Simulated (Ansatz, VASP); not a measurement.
# Two plane-wave programs on TiB2

Contents of INCAR:

```
SYSTEM = TiB2
  ALGO = Normal
  EDIFF = 1E-6
  ENCUT = 520
  ISIF = 2
  ISMEAR = 0
  LASPH = .True.
  LCHARG = .True.
  LELF = .True.
  LREAL = .False.
  LVHAR = .True.
  LWAVE = .False.
  NBANDS = 16
  NELM = 60
  PREC = Accurate
  SIGMA = 0.1
```

File KPOINTS:

```
k-points
0
Gamma
  6 6 6
  0 0 0
```

POSCAR

```
TiB2
1.0
    3.0259273100      0.0000000000      0.0000000000
   -1.5129636600      2.6205299200      0.0000000000
    0.0000000000      0.0000000000      3.2287677100
Ti B
1 2
Direct
    0.0000000000      0.0000000000      0.0000000000
    0.3333333300      0.6666666700      0.5000000000
    0.6666666700      0.3333333300      0.5000000000
```

Input for Ansatz:

```yaml
crystal:
  lattice:
    - [3.02592731, 0.0, 0.0]
    - [-1.51296366, 2.62052992, 0.0]
    - [0.0, 0.0, 3.22876771]
  atoms:
    - { symbol: Ti, position: [0.0, 0.0, 0.0] }
    - { symbol: B, position: [0.33333333, 0.66666667, 0.5] }
    - { symbol: B, position: [0.66666667, 0.33333333, 0.5] }
basis:
  ecutwfc: 420
kpoints:
  mp_grid: { grid: [6, 6, 6] }
hamiltonian:
  xc: lda
  pseudopotentials: { kind: paw, azcp: { folder: soft_1 } }
scf:
  occupations: { method: gaussian, width: 0.1 }
output:
  forces: true
  stress: true
  eigenvalues: true
```

Alike in both runs: task single point; functional LDA; k mesh 6 × 6 × 6; occupations gaussian, width 0.1 eV; no spin polarisation.

|  | VASP | Ansatz |
| --- | --- | --- |
| version | VASP 6.6.1 | Ansatz 0.2.0 |
| potentials or method | VASP PAW LDA potentials, release 64 (Ti_sv, B), cutoff 520 eV | scalar-relativistic, plane waves, PAW |
| valence electrons in the cell | 18 | 18 |

```tsv
	VASP	Ansatz	Ansatz less VASP
gap on the k mesh at the Fermi level (eV)	none	none	-
pressure (GPa)	-9.9	-10.5	-0.55
traceless stress, the component that is largest in VASP (GPa)	-2.54	-2.53	+0.007
```

Ansatz warns that its potentials were made for another functional, while VASP's fit it. LDA's correlation is that of Perdew and Zunger in VASP and of Perdew and Wang (1992) in Ansatz. A gap of «none» marks a metal or a gap that the smearing closes.

The k mesh is coarse, so the values compare programs but aren't converged.
